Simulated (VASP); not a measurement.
# BP (F-43m) in VASP: a series of runs, part 2 of 3

VASP 6.6.1. The steps go on from the part before.

**3. Relaxation of cell and atoms, PBE+D3(BJ)**

This run uses another cell than the first one, of 11.68 Å³/atom, 1.021 times its volume.

Input file INCAR:

```
  ALGO = Normal
  EDIFF = 1E-6
  EDIFFG = -0.005
  ENCUT = 600
  GGA = PE
  IBRION = 2
  ISIF = 3
  ISMEAR = 0
  IVDW = 12
  LASPH = T
  LCHARG = F
  LREAL = F
  LWAVE = F
  NELM = 60
  NSW = 100
  PREC = Accurate
  SIGMA = 0.02
```

Input file KPOINTS:

```
k-points
0
Gamma
  10 10 10
```

Input file POSCAR:

```
BP
1.0
    0.0000000000      2.2690000000      2.2690000000
    2.2690000000      0.0000000000      2.2690000000
    2.2690000000      2.2690000000      0.0000000000
B P
1 1
Direct
    0.0000000000      0.0000000000      0.0000000000
    0.7500000000      0.7500000000      0.7500000000
```

Potentials or basis: VASP PAW PBE potentials, release 64 (B, P).

On the command line:

```console
cat potpaw_PBE.64/B/POTCAR potpaw_PBE.64/P/POTCAR > POTCAR
mpirun -np 1 vasp_std > vasp.out
```

OUTCAR:

```text
EDIFF = 1E-6
   EDIFFG = -0.005
   ENCUT = 600
   GGA = PE
   IBRION = 2
   ISIF = 3
   ISMEAR = 0
   IVDW = 12
   LASPH = T
   LREAL = F
   NELM = 60
   NSW = 100
   PREC = Accurate
 IVDW          = 12

 ion  position               nearest neighbor table
   1  0.000  0.000  0.000-   2 1.97   2 1.97   2 1.97   2 1.97
   2  0.750  0.750  0.750-   1 1.97   1 1.97   1 1.97   1 1.97

  LATTYP: Found a face centered cubic cell.
 ALAT       =     4.5380000000

  Lattice vectors:

 A1 = (   0.0000000000,   2.2690000000,   2.2690000000)
 A2 = (   2.2690000000,   0.0000000000,   2.2690000000)
 A3 = (   2.2690000000,   2.2690000000,   0.0000000000)

Analysis of symmetry for initial positions (statically):
=====================================================================
 Subroutine PRICEL returns:
 Original cell was already a primitive cell.

 Routine SETGRP: Setting up the symmetry group for a
 face centered cubic supercell.

 Subroutine GETGRP returns: Found 24 space group operations
 (whereof 24 operations were pure point group operations)
 out of a pool of 48 trial point group operations.

The static configuration has the point symmetry T_d .

Analysis of symmetry for dynamics (positions and initial velocities):
=====================================================================
 Subroutine PRICEL returns:
 Original cell was already a primitive cell.

 Routine SETGRP: Setting up the symmetry group for a
 face centered cubic supercell.

 Subroutine GETGRP returns: Found 24 space group operations
 (whereof 24 operations were pure point group operations)
 out of a pool of 48 trial point group operations.

The dynamic configuration has the point symmetry T_d .

 Subroutine INISYM returns: Found 24 space group operations
 (whereof 24 operations are pure point group operations),
 and found     1 'primitive' translations

----------------------------------------------------------------------------------------

                                     Primitive cell

  volume of cell :      23.3633

  direct lattice vectors                    reciprocal lattice vectors
     0.000000000  2.269000000  2.269000000    -0.220361393  0.220361393  0.220361393
     2.269000000  0.000000000  2.269000000     0.220361393 -0.220361393  0.220361393
     2.269000000  2.269000000  0.000000000     0.220361393  0.220361393 -0.220361393

  length of vectors
     3.208850573  3.208850573  3.208850573     0.381677128  0.381677128  0.381677128

  position of ions in fractional coordinates (direct lattice)
     0.000000000  0.000000000  0.000000000
     0.750000000  0.750000000  0.750000000

  ion indices of the primitive-cell ions
   primitive index   ion index
                 1           1
                 2           2

----------------------------------------------------------------------------------------

 KPOINTS: k-points

Automatic generation of k-mesh.
 Grid dimensions read from file:
 generate k-points for:   10   10   10

 Generating k-lattice:

  Cartesian coordinates                     Fractional coordinates (reciprocal lattice)
    -0.022036139  0.022036139  0.022036139     0.100000000  0.000000000  0.000000000
     0.022036139 -0.022036139  0.022036139     0.000000000  0.100000000  0.000000000
     0.022036139  0.022036139 -0.022036139     0.000000000  0.000000000  0.100000000

  Length of vectors
     0.038167713  0.038167713  0.038167713

  Shift w.r.t. Gamma in fractional coordinates (k-lattice)
     0.000000000  0.000000000  0.000000000

 Subroutine IBZKPT returns following result:
 ===========================================

 Found     47 irreducible k-points:

 Following reciprocal coordinates:
            Coordinates               Weight
  0.000000  0.000000  0.000000      1.000000
  0.100000  0.000000  0.000000      8.000000
  0.200000  0.000000  0.000000      8.000000
  0.300000  0.000000  0.000000      8.000000
  0.400000  0.000000  0.000000      8.000000
  0.500000  0.000000  0.000000      4.000000
[... 16 lines left out ...]
  0.300000  0.300000  0.000000      6.000000
  0.400000  0.300000  0.000000     24.000000
 [... further k-points ...]
   k-points           NKPTS =     47   k-points in BZ     NKDIM =     47   number of bands    NBANDS=      8
   number of dos      NEDOS =    301   number of ions     NIONS =      2
   total plane-waves  NPLWV =  21952
   dimension x,y,z NGX =    28 NGY =   28 NGZ =   28
   dimension x,y,z NGXF=    56 NGYF=   56 NGZF=   56
   ions per type =               1   1
   NGX,Y,Z   is equivalent  to a cutoff of  14.51, 14.51, 14.51 a.u.
   NGXF,Y,Z  is equivalent  to a cutoff of  29.01, 29.01, 29.01 a.u.
 SYSTEM =  unknown system
   PREC   = accura    normal or accurate (medium, high low for compatibility)
   ISTART =      0    job   : 0-new  1-cont  2-samecut
   ICHARG =      2    charge: 1-file 2-atom 10-const
   ISPIN  =      1    spin polarized calculation?
   LNONCOLLINEAR =      F non collinear calculations
   LSORBIT =      F    spin-orbit coupling
   LASPH  =      T    aspherical Exc in radial PAW
   ENCUT  =  600.0 eV  44.10 Ry    6.64 a.u.   6.41  6.41  6.41*2*pi/ulx,y,z
   NELM   =     60;   NELMIN=  2; NELMDL= -5     # of ELM steps
   EDIFF  = 0.1E-05   stopping-criterion for ELM
   LREAL  =      F    real-space projection
   EDIFFG = -.5E-02   stopping-criterion for IOM
   NSW    =    100    number of steps for IOM
   IBRION =      2    ionic relax: 0-MD 1-quasi-New 2-CG
   NFREE  =      1    steps in history (QN), initial steepest desc. (CG)
   ISIF   =      3    stress and relaxation
   ISYM   =      2    0-nonsym 1-usesym 2-fastsym
   POTIM  = 0.5000    time-step for ionic-motion
   TEBEG  =    0.0;   TEEND  =   0.0 temperature during run
   PSTRESS=    0.0 pullay stress
   NELECT =       8.0000    total number of electrons
   NUPDOWN=      -1.0000    fix difference up-down
   EMIN   =  10.00;   EMAX   =-10.00  energy-range for DOS
   EFERMI =   0.00;   METHOD = LEGACY
   ISMEAR =     0;   SIGMA  =   0.02  broadening in eV -4-tet -1-fermi 0-gaus
   EFERMI_NEDOS =   21; number of points for ismear=-14 and -15
   IALGO  =     38    algorithm
   IMIX   =      4    mixing-type and parameters
     AMIX     =   0.40;   BMIX     =  1.00
     AMIX_MAG =   1.60;   BMIX_MAG =  1.00
  volume/ion in A,a.u.               =      11.68        78.83
  Fermi-wavevector in a.u.,A,eV,Ry     =   1.145320  2.164342 17.847562  1.311759
  Thomas-Fermi vector in A             =   2.282009
   LORBIT       =      0    0 simple, 1 ext, 2 COOP (PROOUT), +10 PAW based schemes
   GGA     = PE    functional components
   LHFCALC =     F    Hartree Fock is set to
   AEXX    =    0.0000 exact exchange contribution
   IVDW    =    12    specifies the selected vdW correction
   LEPSILON=     F    determine dielectric tensor
   LRPA    =     F    only Hartree local field effects (RPA)
 conjugate gradient relaxation of ions
 non-spin polarized calculation
 Gauss-broadening in eV      SIGMA  =   0.02
  energy-cutoff  :      600.00
  volume of cell :       23.36
 maximum number of plane-waves:       794
 NGX is ok and might be reduce to    28
   NGX = 13   NGY = 13   NGZ = 13

--------------------------------------- Ionic step        1  -------------------------------------------

 number of electron       8.0000000 magnetization

 Free energy of the ion-electron system (eV)
  ---------------------------------------------------
  ext. energy  EPLUGINS =         0.00000000
  ---------------------------------------------------
  free energy    TOTEN  =       -12.93208109 eV

  energy without entropy =      -12.93208109  energy(sigma->0) =      -12.93208109

------------------------ aborting loop because EDIFF is reached ----------------------------------------

 Edisp (eV)   -0.64687

 E8    (eV) :    -0.2365
[... 71 lines left out ...]
--------------------------------------- Ionic step        3  -------------------------------------------

 number of electron       8.0000000 magnetization

 Free energy of the ion-electron system (eV)
  ---------------------------------------------------
  ext. energy  EPLUGINS =         0.00000000
  ---------------------------------------------------
  free energy    TOTEN  =       -12.92352390 eV

  energy without entropy =      -12.92352390  energy(sigma->0) =      -12.92352390

 E-fermi :   7.7748     XC(G=0): -11.0009

 val. band max:        7.6908833900   @ k =   0.0000   0.0000   0.0000
 cond. band min:       8.9004248170   @ k =   0.4000   0.4000   0.0000
 fundamental gap:      1.2095414270
 Fermi energy:         7.7748278791

 k-point     1 :       0.0000    0.0000    0.0000
  band No.  band energies     occupation
      1      -7.9640      2.00000
      2       7.6909      2.00000
      3       7.6909      2.00000
      4       7.6909      2.00000
      5      11.1245      0.00000
      6      11.1245      0.00000
      7      11.1245      0.00000
      8      15.3982      0.00000
[... 243 lines left out ...]
 k-point    24 :       0.4000    0.3000    0.0000
  band No.  band energies     occupation
      1      -4.9669      2.00000
      2       1.4839      2.00000
      3       3.5613      2.00000
      4       4.1075      2.00000
      5       9.4855      0.00000
      6      11.3076      0.00000
      7      17.3164      0.00000
      8      17.3311      0.00000

 [... further k-points ...]

------------------------ aborting loop because EDIFF is reached ----------------------------------------

 Edisp (eV)   -0.66109

 E8    (eV) :    -0.2415
[... 25 lines left out ...]
  FREE ENERGIE OF THE ION-ELECTRON SYSTEM (eV)
  ---------------------------------------------------
  free  energy   TOTEN  =       -13.5846128354 eV

  energy  without entropy=      -13.5846128354  energy(sigma->0) =      -13.58461284

 reached required accuracy - stopping structural energy minimisation
```

Run time: 37 s. Hardware: 1 thread of Intel Xeon 8259CL, shared host; peak memory 0.16 GiB.

Results:

```yaml
Free_energy: -13.5846 eV
Relaxed_volume: 11.43 Å³/atom
Relaxed_cell: a = 3.186 Å, b = 3.186 Å, c = 3.186 Å, α = 60.00°, β = 60.00°, γ = 60.00°
Space_group_after_relaxing_to_0.05_Å: F-43m (No. 216)
Energy_gained_by_relaxing: 2.8 meV/atom
Ionic_steps: 3
Pressure_after_relaxing: 0.0 GPa
Band_gap_on_the_k_mesh: 1.21 eV, indirect (least direct gap 3.43 eV)
Dispersion_energy_per_atom: -0.331 eV
```

The path:
```csv
step,energy change (eV),largest force (eV/Å),pressure (GPa),volume (Å³)
1,0.0000,0.0000,-3.55,23.36
2,-0.0025,0.0000,2.82,22.50
3,-0.0057,0.0000,0.00,22.86
```

Final structure:
```cif
data_structure
_symmetry_space_group_name_H-M 'P 1'
_symmetry_Int_Tables_number 1
_cell_length_a 3.1857
_cell_length_b 3.1857
_cell_length_c 3.1857
_cell_angle_alpha 60.000
_cell_angle_beta 60.000
_cell_angle_gamma 60.000
_cell_volume 22.86
loop_
_atom_site_label
_atom_site_type_symbol
_atom_site_fract_x
_atom_site_fract_y
_atom_site_fract_z
_atom_site_occupancy
B1 B 0.00000 0.00000 0.00000 1
P1 P 0.75000 0.75000 0.75000 1
```

A k mesh can miss the band edges.

(Part 2 of 3 ends here.)
